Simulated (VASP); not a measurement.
# Ru (P6_3/mmc) in VASP: elastic constants with LDA

Aim: the elastic constants of Ru with LDA.

Everything below comes from runs of VASP 6.6.1. Logs are shortened: lines on timing, memory, paths and dates and some standing lists are left out, and cuts for length are marked.

## (1) The cell of the first run

Symmetry: P6_3/mmc, No. 194, hexagonal system. Conventional cell: a = 2.673 Å, b = 2.673 Å, c = 4.219 Å, α = 90.00°, β = 90.00°, γ = 120.00°. Ru (site symmetry -6m2) has 12 Ru at 2.61 to 2.67 Å within 3.4 Å.

## (2) Elastic constants, LDA

Contents of INCAR:

```
  PREC = Accurate
  ENCUT = 500
  EDIFF = 1E-8
  ISMEAR = -1
  SIGMA = 0.1
  LREAL = False
  LASPH = True
  NELM = 120
  ALGO = Normal
  ISIF = 3
  LWAVE = False
  LCHARG = False
  GGA = CA
  NBANDS = 21
  IBRION = 6
  NFREE = 2
  POTIM = 0.015
  NSW = 1
  GGA_COMPAT = False
  KPAR = 4
```

Contents of KPOINTS:

```
Automatic mesh
0
Gamma
  20 20 12
```

Contents of POSCAR:

```
Ru
1.0
    2.6734744959      0.0000000000      0.0000000000
   -1.3367372480      2.3152968298      0.0000000000
    0.0000000000      0.0000000000      4.2191792071
Ru
2
Direct
    0.3333333333      0.6666666667      0.2500000000
    0.6666666667      0.3333333333      0.7500000000
```

Potentials or basis: VASP PAW LDA potentials, release 64 (Ru_pv).

Started as:

```sh
> cat potpaw_LDA.64/Ru_pv/POTCAR > POTCAR
> mpirun -np 4 vasp_std > vasp.out
```

OUTCAR:

```text
PREC = Accurate
   ENCUT = 500
   EDIFF = 1E-8
   ISMEAR = -1
   LREAL = False
   LASPH = True
   NELM = 120
   ISIF = 3
   GGA = CA
   IBRION = 6
   NFREE = 2
   POTIM = 0.015
   NSW = 1

 ion  position               nearest neighbor table
   1  0.333  0.667  0.250-   2 2.61   2 2.61   2 2.61   2 2.61   2 2.61   2 2.61
   2  0.667  0.333  0.750-   1 2.61   1 2.61   1 2.61   1 2.61   1 2.61   1 2.61

  LATTYP: Found a hexagonal cell.
 ALAT       =     2.6734744959
 C/A-ratio  =     1.5781632529

  Lattice vectors:

 A1 = (   2.6734744959,   0.0000000000,   0.0000000000)
 A2 = (  -1.3367372480,   2.3152968298,   0.0000000000)
 A3 = (   0.0000000000,   0.0000000000,   4.2191792071)

Analysis of symmetry for initial positions (statically):
=====================================================================
 Subroutine PRICEL returns:
 Original cell was already a primitive cell.

 Routine SETGRP: Setting up the symmetry group for a
 hexagonal supercell.

 Subroutine GETGRP returns: Found 24 space group operations
 (whereof 12 operations were pure point group operations)
 out of a pool of 24 trial point group operations.

The static configuration has the point symmetry D_3d.
 The point group associated with its full space group is D_6h.

Analysis of symmetry for dynamics (positions and initial velocities):
=====================================================================
 Subroutine PRICEL returns:
 Original cell was already a primitive cell.

 Routine SETGRP: Setting up the symmetry group for a
 hexagonal supercell.

 Subroutine GETGRP returns: Found 24 space group operations
 (whereof 12 operations were pure point group operations)
 out of a pool of 24 trial point group operations.

The dynamic configuration has the point symmetry D_3d.
 The point group associated with its full space group is D_6h.

 Subroutine INISYM returns: Found 24 space group operations
 (whereof 12 operations are pure point group operations),
 and found     1 'primitive' translations

----------------------------------------------------------------------------------------

                                     Primitive cell

  volume of cell :      26.1162

  direct lattice vectors                    reciprocal lattice vectors
     2.673474496  0.000000000  0.000000000     0.374045087  0.215955032  0.000000000
    -1.336737248  2.315296830  0.000000000     0.000000000  0.431910063  0.000000000
     0.000000000  0.000000000  4.219179207     0.000000000  0.000000000  0.237012924

  length of vectors
     2.673474496  2.673474496  4.219179207     0.431910063  0.431910063  0.237012924

  position of ions in fractional coordinates (direct lattice)
     0.333333333  0.666666667  0.250000000
     0.666666667  0.333333333  0.750000000

  ion indices of the primitive-cell ions
   primitive index   ion index
                 1           1
                 2           2

----------------------------------------------------------------------------------------

 KPOINTS: Automatic mesh

[... 106 lines left out ...]
--------------------------------------- Ionic step        1  -------------------------------------------

 number of electron      27.9999991 magnetization

 Free energy of the ion-electron system (eV)
  ---------------------------------------------------
  ext. energy  EPLUGINS =         0.00000000
  ---------------------------------------------------
  free energy    TOTEN  =       -21.41557990 eV

  energy without entropy =      -21.36505224  energy(sigma->0) =      -21.39031607

------------------------ aborting loop because EDIFF is reached ----------------------------------------

  FORCE on cell =-STRESS in cart. coord.  units (eV):
  Direction    XX          YY          ZZ          XY          YZ          ZX
  --------------------------------------------------------------------------------------
  -------------------------------------------------------------------------------------
  Total        0.3259551      0.3259551      0.3435363     -0.0000000      0.0000000      0.0000000
  in kB       19.9966675     19.9966675     21.0752384     -0.0000000      0.0000000      0.0000000
  external PRESSURE =      20.3561912 kB  Pullay stress =       0.0000000 kB
[... 89 lines left out ...]
  FREE ENERGIE OF THE ION-ELECTRON SYSTEM (eV)
  ---------------------------------------------------
  free  energy   TOTEN  =       -21.3976426818 eV

  energy  without entropy=      -21.3477149259  energy(sigma->0) =      -21.37267880

[... ionic steps 4 to 14 ...]

--------------------------------------- Ionic step       15  -------------------------------------------

 number of electron      27.9999993 magnetization

------------------------ aborting loop because EDIFF is reached ----------------------------------------
[... 67 lines left out ...]
--------------------------------------- Ionic step       17  -------------------------------------------

 number of electron      27.9999995 magnetization

 Free energy of the ion-electron system (eV)
  ---------------------------------------------------
  ext. energy  EPLUGINS =         0.00000000
  ---------------------------------------------------
  free energy    TOTEN  =       -21.41398312 eV

  energy without entropy =      -21.36343848  energy(sigma->0) =      -21.38871080

 E-fermi :  13.4509     XC(G=0): -14.6210

 val. band max:       13.4474963275   @ k =  -0.0500   0.4500   0.3333
 cond. band min:      13.4524314945   @ k =   0.3000   0.1500   0.2500
 fundamental gap:      0.0049351670
 Fermi energy:        13.4508629691

 k-point     1 :       0.0000    0.0000    0.0000
  band No.  band energies     occupation
      1     -30.1992      2.00000
      2     -29.1205      2.00000
      3     -29.1205      2.00000
      4     -28.9225      2.00000
      5     -28.9225      2.00000
      6     -28.8702      2.00000
[... 565 lines left out ...]
     20      23.3616      0.00000
     21      23.7969      0.00000

 [... further k-points ...]

------------------------ aborting loop because EDIFF is reached ----------------------------------------

  FORCE on cell =-STRESS in cart. coord.  units (eV):
  Direction    XX          YY          ZZ          XY          YZ          ZX
  --------------------------------------------------------------------------------------
  -------------------------------------------------------------------------------------
  Total        0.3291760      0.3291760      0.3586691     -0.0000000      0.0000000      0.0000000
  in kB       20.1942673     20.1942673     22.0036063     -0.0000000      0.0000000      0.0000000
  external PRESSURE =      20.7973803 kB  Pullay stress =       0.0000000 kB
[... 17 lines left out ...]
  FREE ENERGIE OF THE ION-ELECTRON SYSTEM (eV)
  ---------------------------------------------------
  free  energy   TOTEN  =       -21.4139831224 eV

  energy  without entropy=      -21.3634384848  energy(sigma->0) =      -21.38871080

 INTERNAL STRAIN TENSORS FROM STRAINED CELLS
 ============================================

 INTERNAL STRAIN TENSOR FOR ION    1 for displacements in x,y,z  (eV/Angst):
          X           Y           Z          XY          YZ          ZX
  --------------------------------------------------------------------------------
  x     0.00000    -0.00000     0.00000    -2.93490     0.00000    -0.00000
  y    -2.93916     2.93666    -0.00000     0.00024    -0.00009     0.00015
  z    -0.00000     0.00000     0.00000     0.00000    -0.00373     0.00000

 INTERNAL STRAIN TENSORS FROM DISPLACED ATOMS
 ============================================

 INTERNAL STRAIN TENSOR FOR ION    1 for displacements in x,y,z  (eV/Angst):
          X           Y           Z          XY          YZ          ZX
  --------------------------------------------------------------------------------
  x     0.00000    -0.00000     0.00000    -2.93399     0.00000     0.00000
  y    -2.93399     2.93399     0.00000    -0.00000     0.00000     0.00000
  z    -0.00000    -0.00000     0.00000     0.00000     0.00000    -0.00000

 INTERNAL STRAIN TENSOR FOR ION    2 for displacements in x,y,z  (eV/Angst):
          X           Y           Z          XY          YZ          ZX
  --------------------------------------------------------------------------------
  x    -0.00000     0.00000    -0.00000     2.93399     0.00000     0.00000
  y     2.93399    -2.93399     0.00000     0.00000     0.00000     0.00000
  z     0.00000     0.00000     0.00000    -0.00000     0.00000     0.00000

 Eigenvectors and eigenvalues of the dynamical matrix
 ----------------------------------------------------

   1 f  =    8.289700 THz    52.085724 2PiTHz  276.514642 cm-1    34.283431 meV
             X         Y         Z           dx          dy          dz
     -0.000000  1.543531  1.054795     0.000000    0.000000    0.707107
      1.336737  0.771766  3.164384    -0.000000    0.000000   -0.707107
[... 21 lines left out ...]
   6 f  =    0.000000 THz     0.000000 2PiTHz    0.000002 cm-1     0.000000 meV
             X         Y         Z           dx          dy          dz
     -0.000000  1.543531  1.054795     0.676624   -0.202797   -0.032461
      1.336737  0.771766  3.164384     0.676624   -0.202797   -0.032461

--------------------------------------------------------------------------------------------------------

 ELASTIC MODULI CONTR FROM IONIC RELAXATION (kBar)
 Direction    XX          YY          ZZ          XY          YZ          ZX
 --------------------------------------------------------------------------------
 XX         -65.3453     65.3453     -0.0000      0.0000      0.0000     -0.0000
 YY          65.3453    -65.3453     -0.0000      0.0000      0.0000     -0.0000
 ZZ          -0.0000     -0.0000     -0.0000      0.0000      0.0000      0.0000
 XY           0.0000      0.0000      0.0000    -65.3453      0.0000      0.0000
 YZ           0.0000      0.0000      0.0000      0.0000      0.0000      0.0000
 ZX          -0.0000     -0.0000      0.0000      0.0000      0.0000     -0.0000
 --------------------------------------------------------------------------------

 TOTAL ELASTIC MODULI (kBar)
 Direction    XX          YY          ZZ          XY          YZ          ZX
 --------------------------------------------------------------------------------
 XX        6704.4849   2213.0729   2078.5886     -0.0000      0.0000     -0.0000
 YY        2213.0729   6704.4849   2078.5886     -0.0000     -0.0000     -0.0000
 ZZ        2078.5886   2078.5886   7545.6854     -0.0000      0.0000      0.0000
 XY          -0.0000     -0.0000     -0.0000   2245.7060     -0.0000     -0.0000
 YZ          -0.0000     -0.0000      0.0000     -0.0000   2161.6342     -0.0000
 ZX          -0.0000     -0.0000      0.0000     -0.0000     -0.0000   2161.6342
 --------------------------------------------------------------------------------
```

Run time: 20 min. Hardware: 4 MPI ranks of Oxide Virtual Turin-like, shared host; peak memory 0.99 GiB.

Results:

| Property | Result |
| --- | --- |
| Voigt bulk modulus | 374 GPa |
| Highest phonon frequency at Γ | 277 cm⁻¹ |

Phonon frequencies in cm⁻¹ (negative: imaginary):
| q point | frequencies |
| --- | --- |
| (0.000, 0.000, 0.000) | 0 0 0 209 209 277 |

Elastic tensor in Voigt notation (GPa, in the Cartesian axes of the cell as first typed):
```
670 221 208   0   0   0
221 670 208   0   0   0
208 208 755   0   0   0
  0   0   0 216   0   0
  0   0   0   0 216   0
  0   0   0   0   0 225
```

Clamped-ion elastic tensor (GPa):
```
677 215 208   0   0   0
215 677 208   0   0   0
208 208 755   0   0   0
  0   0   0 216   0   0
  0   0   0   0 216   0
  0   0   0   0   0 231
```

Caveat: the cell is under stress, which shifts elastic constants.
